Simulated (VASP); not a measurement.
# Cd (Im-3m) in VASP: further runs

Cd is run at these levels: PBE; tasks: single point, relaxation of cell and atoms.

Program: VASP 6.6.1. These are calculated values, not measurements. Logs are shortened: lines on timing, memory, paths and dates and some standing lists are left out, and cuts for length are marked.

## Step 1: The cell of the first run

Symmetry: Im-3m, No. 229, cubic system. The conventional cell has a = 3.600 Å, b = 3.600 Å, c = 3.600 Å, α = 90.00°, β = 90.00°, γ = 90.00°. Within 4.1 Å of Cd (site symmetry m-3m) lie 14 Cd at 3.12 to 3.60 Å.

## Step 2: Single point, PBE

File INCAR:

```
SYSTEM = Cd
  ALGO = Normal
  EDIFF = 1E-6
  ENCUT = 520
  GGA = PE
  ISIF = 2
  ISMEAR = -1
  LASPH = .TRUE.
  LCHARG = .FALSE.
  LREAL = .FALSE.
  LWAVE = .FALSE.
  NBANDS = 12
  NELM = 60
  PREC = Accurate
  SIGMA = 0.05
```

File KPOINTS:

```
k-points
0
G
  16 16 16
  0 0 0
```

File POSCAR:

```
Cd
1.0
   -1.8001514411      1.8001514411      1.8001514411
    1.8001514411     -1.8001514411      1.8001514411
    1.8001514411      1.8001514411     -1.8001514411
Cd
1
Direct
    0.0000000000      0.0000000000      0.0000000000
```

Potentials or basis: VASP PAW PBE potentials, release 64 (Cd).

The run is started by

```bash
> cat potpaw_PBE.64/Cd/POTCAR > POTCAR
> mpirun -np 1 vasp_std > vasp.out
```

OUTCAR:

```text
SYSTEM = Cd
   EDIFF = 1E-6
   ENCUT = 520
   GGA = PE
   ISIF = 2
   ISMEAR = -1
   LASPH = .TRUE.
   LREAL = .FALSE.
   NELM = 60
   PREC = Accurate

 ion  position               nearest neighbor table
   1  0.000  0.000  0.000-

  LATTYP: Found a body centered cubic cell.
 ALAT       =     3.6003028822

  Lattice vectors:

 A1 = (  -1.8001514411,   1.8001514411,   1.8001514411)
 A2 = (   1.8001514411,  -1.8001514411,   1.8001514411)
 A3 = (   1.8001514411,   1.8001514411,  -1.8001514411)

Analysis of symmetry for initial positions (statically):
=====================================================================
 Subroutine PRICEL returns:
 Original cell was already a primitive cell.

 Routine SETGRP: Setting up the symmetry group for a
 body centered cubic supercell.

 Subroutine GETGRP returns: Found 48 space group operations
 (whereof 48 operations were pure point group operations)
 out of a pool of 48 trial point group operations.

The static configuration has the point symmetry O_h .

Analysis of symmetry for dynamics (positions and initial velocities):
=====================================================================
 Subroutine PRICEL returns:
 Original cell was already a primitive cell.

 Routine SETGRP: Setting up the symmetry group for a
 body centered cubic supercell.

 Subroutine GETGRP returns: Found 48 space group operations
 (whereof 48 operations were pure point group operations)
 out of a pool of 48 trial point group operations.

The dynamic configuration has the point symmetry O_h .

 Subroutine INISYM returns: Found 48 space group operations
 (whereof 48 operations are pure point group operations),
 and found     1 'primitive' translations

----------------------------------------------------------------------------------------

                                     Primitive cell

  volume of cell :      23.3339

  direct lattice vectors                    reciprocal lattice vectors
    -1.800151441  1.800151441  1.800151441     0.000000000  0.277754409  0.277754409
     1.800151441 -1.800151441  1.800151441     0.277754409  0.000000000  0.277754409
     1.800151441  1.800151441 -1.800151441     0.277754409  0.277754409  0.000000000

  length of vectors
     3.117953757  3.117953757  3.117953757     0.392804053  0.392804053  0.392804053

  position of ions in fractional coordinates (direct lattice)
     0.000000000  0.000000000  0.000000000

  ion indices of the primitive-cell ions
   primitive index   ion index
                 1           1

----------------------------------------------------------------------------------------

 KPOINTS: k-points

Automatic generation of k-mesh.
 Grid dimensions read from file:
 generate k-points for:   16   16   16

 Generating k-lattice:

  Cartesian coordinates                     Fractional coordinates (reciprocal lattice)
     0.000000000  0.017359651  0.017359651     0.062500000  0.000000000  0.000000000
     0.017359651  0.000000000  0.017359651     0.000000000  0.062500000  0.000000000
     0.017359651  0.017359651  0.000000000     0.000000000  0.000000000  0.062500000

  Length of vectors
     0.024550253  0.024550253  0.024550253

  Shift w.r.t. Gamma in fractional coordinates (k-lattice)
     0.000000000  0.000000000  0.000000000

 Subroutine IBZKPT returns following result:
 ===========================================

 Found    145 irreducible k-points:

 Following reciprocal coordinates:
            Coordinates               Weight
  0.000000  0.000000  0.000000      1.000000
  0.062500  0.000000  0.000000     12.000000
  0.125000  0.000000  0.000000     12.000000
  0.187500  0.000000  0.000000     12.000000
  0.250000  0.000000  0.000000     12.000000
  0.312500  0.000000  0.000000     12.000000
[... 16 lines left out ...]
  0.187500  0.187500  0.000000     24.000000
  0.250000  0.187500  0.000000     48.000000
 [... further k-points ...]
   k-points           NKPTS =    145   k-points in BZ     NKDIM =    145   number of bands    NBANDS=     12
   number of dos      NEDOS =    301   number of ions     NIONS =      1
   total plane-waves  NPLWV =  13824
   dimension x,y,z NGX =    24 NGY =   24 NGZ =   24
   dimension x,y,z NGXF=    48 NGYF=   48 NGZF=   48
   ions per type =               1
   NGX,Y,Z   is equivalent  to a cutoff of  12.80, 12.80, 12.80 a.u.
   NGXF,Y,Z  is equivalent  to a cutoff of  25.59, 25.59, 25.59 a.u.
 SYSTEM =  Cd
   PREC   = accura    normal or accurate (medium, high low for compatibility)
   ISTART =      0    job   : 0-new  1-cont  2-samecut
   ICHARG =      2    charge: 1-file 2-atom 10-const
   ISPIN  =      1    spin polarized calculation?
   LNONCOLLINEAR =      F non collinear calculations
   LSORBIT =      F    spin-orbit coupling
   LASPH  =      T    aspherical Exc in radial PAW
   ENCUT  =  520.0 eV  38.22 Ry    6.18 a.u.   5.80  5.80  5.80*2*pi/ulx,y,z
   NELM   =     60;   NELMIN=  2; NELMDL= -5     # of ELM steps
   EDIFF  = 0.1E-05   stopping-criterion for ELM
   LREAL  =      F    real-space projection
   EDIFFG = 0.1E-04   stopping-criterion for IOM
   NSW    =      0    number of steps for IOM
   IBRION =     -1    ionic relax: 0-MD 1-quasi-New 2-CG
   NFREE  =      0    steps in history (QN), initial steepest desc. (CG)
   ISIF   =      2    stress and relaxation
   ISYM   =      2    0-nonsym 1-usesym 2-fastsym
   POTIM  = 0.5000    time-step for ionic-motion
   TEBEG  =    0.0;   TEEND  =   0.0 temperature during run
   PSTRESS=    0.0 pullay stress
   NELECT =      12.0000    total number of electrons
   NUPDOWN=      -1.0000    fix difference up-down
   EMIN   =  10.00;   EMAX   =-10.00  energy-range for DOS
   EFERMI =   0.00;   METHOD = LEGACY
   ISMEAR =    -1;   SIGMA  =   0.05  broadening in eV -4-tet -1-fermi 0-gaus
   EFERMI_NEDOS =   21; number of points for ismear=-14 and -15
   IALGO  =     38    algorithm
   IMIX   =      4    mixing-type and parameters
     AMIX     =   0.40;   BMIX     =  1.00
     AMIX_MAG =   1.60;   BMIX_MAG =  1.00
  volume/ion in A,a.u.               =      23.33       157.46
  Fermi-wavevector in a.u.,A,eV,Ry     =   1.311614  2.478592 23.406546  1.720333
  Thomas-Fermi vector in A             =   2.442064
   LORBIT       =      0    0 simple, 1 ext, 2 COOP (PROOUT), +10 PAW based schemes
   GGA     = PE    functional components
   LHFCALC =     F    Hartree Fock is set to
   AEXX    =    0.0000 exact exchange contribution
   IVDW    =     0    specifies the selected vdW correction
   LEPSILON=     F    determine dielectric tensor
   LRPA    =     F    only Hartree local field effects (RPA)
 non-spin polarized calculation
  energy-cutoff  :      520.00
  volume of cell :       23.33
 maximum number of plane-waves:       664
   NGX = 11   NGY = 11   NGZ = 11

 number of electron      12.0000007 magnetization

 Free energy of the ion-electron system (eV)
  ---------------------------------------------------
  ext. energy  EPLUGINS =         0.00000000
  ---------------------------------------------------
  free energy    TOTEN  =        -0.69572617 eV

  energy without entropy =       -0.69367780  energy(sigma->0) =       -0.69470199

 E-fermi :   2.4343     XC(G=0): -10.6386

 val. band max:        2.3647581503   @ k =   0.3750   0.1250   0.0625
 cond. band min:       2.5196929952   @ k =   0.5000   0.5000   0.2500
 fundamental gap:      0.1549348449
 Fermi energy:         2.4342828204

 k-point     1 :       0.0000    0.0000    0.0000
  band No.  band energies     occupation
      1      -6.6663      2.00000
      2      -6.6663      2.00000
      3      -6.6663      2.00000
      4      -6.0983      2.00000
      5      -6.0983      2.00000
      6      -5.9271      2.00000
      7      17.6543      0.00000
      8      17.6543      0.00000
      9      17.6543      0.00000
     10      17.9168      0.00000
     11      17.9168      0.00000
     12      17.9168      0.00000

 k-point     2 :       0.0625    0.0000    0.0000
  band No.  band energies     occupation
      1      -6.6773      2.00000
      2      -6.6622      2.00000
      3      -6.6335      2.00000
      4      -6.1108      2.00000
      5      -6.0979      2.00000
      6      -5.8245      2.00000
      7      16.3096      0.00000
      8      17.1588      0.00000
      9      17.2964      0.00000
     10      17.4795      0.00000
     11      17.6017      0.00000
     12      17.8811      0.00000

 k-point     3 :       0.1250    0.0000    0.0000
  band No.  band energies     occupation
      1      -6.7086      2.00000
      2      -6.6641      2.00000
      3      -6.5388      2.00000
      4      -6.1433      2.00000
      5      -6.0966      2.00000
      6      -5.5049      2.00000
      7      13.9084      0.00000
      8      16.0396      0.00000
      9      16.1022      0.00000
     10      17.0901      0.00000
     11      17.2224      0.00000
     12      18.2364      0.00000

 k-point     4 :       0.1875    0.0000    0.0000
  band No.  band energies     occupation
      1      -6.7552      2.00000
      2      -6.6953      2.00000
      3      -6.3934      2.00000
      4      -6.1738      2.00000
      5      -6.0942      2.00000
      6      -4.9605      2.00000
      7      11.4510      0.00000
      8      14.8599      0.00000
      9      14.9470      0.00000
     10      16.6674      0.00000
     11      16.8430      0.00000
     12      18.8392      0.00000

 k-point     5 :       0.2500    0.0000    0.0000
  band No.  band energies     occupation
      1      -6.8096      2.00000
      2      -6.7634      2.00000
      3      -6.2157      2.00000
      4      -6.1828      2.00000
      5      -6.0906      2.00000
      6      -4.1945      2.00000
      7       9.0747      0.00000
      8      13.7246      0.00000
      9      13.9993      0.00000
     10      16.2950      0.00000
     11      16.5408      0.00000
     12      19.6666      0.00000
[... 228 lines left out ...]
      1      -6.9469      2.00000
      2      -6.8633      2.00000
      3      -6.1511      2.00000
      4      -6.1242      2.00000
      5      -5.8478      2.00000
      6      -0.2982      2.00000
      7       3.0799      0.00000
      8       9.1966      0.00000
      9      11.8611      0.00000
     10      16.4972      0.00000
     11      18.9818      0.00000
     12      21.1561      0.00000

 k-point    22 :       0.4375    0.1250    0.0000
  band No.  band energies     occupation
      1      -6.9619      2.00000
      2      -6.8763      2.00000
      3      -6.1333      2.00000
      4      -6.1331      2.00000
      5      -5.8140      2.00000
      6       0.9997      2.00000
      7       1.6026      2.00000
      8       9.0770      0.00000
      9      11.7485      0.00000
     10      16.4566      0.00000
     11      18.9369      0.00000
     12      21.7686      0.00000

 k-point    23 :       0.1875    0.1875    0.0000
  band No.  band energies     occupation
      1      -6.8469      2.00000
      2      -6.6952      2.00000
      3      -6.2412      2.00000
      4      -6.2078      2.00000
      5      -6.0495      2.00000
      6      -2.9495      2.00000
      7       8.1204      0.00000
      8       8.9463      0.00000
      9      12.7605      0.00000
     10      17.4069      0.00000
     11      18.4390      0.00000
     12      21.0827      0.00000

 k-point    24 :       0.2500    0.1875    0.0000
  band No.  band energies     occupation
      1      -6.8842      2.00000
      2      -6.7140      2.00000
      3      -6.2217      2.00000
      4      -6.1866      2.00000
      5      -5.9954      2.00000
      6      -1.8601      2.00000
      7       6.2740      0.00000
      8       8.0254      0.00000
      9      12.2013      0.00000
     10      17.3705      0.00000
     11      18.9513      0.00000
     12      21.4800      0.00000

 [... further k-points ...]

------------------------ aborting loop because EDIFF is reached ----------------------------------------

  FORCE on cell =-STRESS in cart. coord.  units (eV):
  Direction    XX          YY          ZZ          XY          YZ          ZX
  --------------------------------------------------------------------------------------
  -------------------------------------------------------------------------------------
  Total        0.0300434      0.0300434      0.0300434     -0.0000000     -0.0000000     -0.0000000
  in kB        2.0628750      2.0628750      2.0628750     -0.0000000     -0.0000000     -0.0000000
  external PRESSURE =       2.0628750 kB  Pullay stress =       0.0000000 kB

 VOLUME and BASIS-vectors are now :
 -----------------------------------------------------------------------------
  energy-cutoff  :      520.00
  volume of cell :       23.33
      direct lattice vectors                 reciprocal lattice vectors
    -1.800151441  1.800151441  1.800151441     0.000000000  0.277754409  0.277754409
     1.800151441 -1.800151441  1.800151441     0.277754409  0.000000000  0.277754409
     1.800151441  1.800151441 -1.800151441     0.277754409  0.277754409  0.000000000

 POSITION                                       TOTAL-FORCE (eV/Angst)
 -----------------------------------------------------------------------------------
      0.00000      0.00000      0.00000        -0.000000      0.000000      0.000000
 -----------------------------------------------------------------------------------
    total drift:                                0.000000      0.000000      0.000000

  FREE ENERGIE OF THE ION-ELECTRON SYSTEM (eV)
  ---------------------------------------------------
  free  energy   TOTEN  =        -0.6957261707 eV

  energy  without entropy=       -0.6936778027  energy(sigma->0) =       -0.69470199
```

Wall time 19 s (1 thread of Intel Xeon Platinum 8259CL at 2.50GHz (Skylake/Cascade Lake), shared host); peak memory 0.16 GiB.

Results:

```
Free energy            : -0.6957 eV
Pressure               : 0.2 GPa
Band gap on the k mesh : zero (band 6 reaches 5.82 eV, above the bottom of band 7 at 1.42 eV)
```

(Continued in part 2 of 3.)
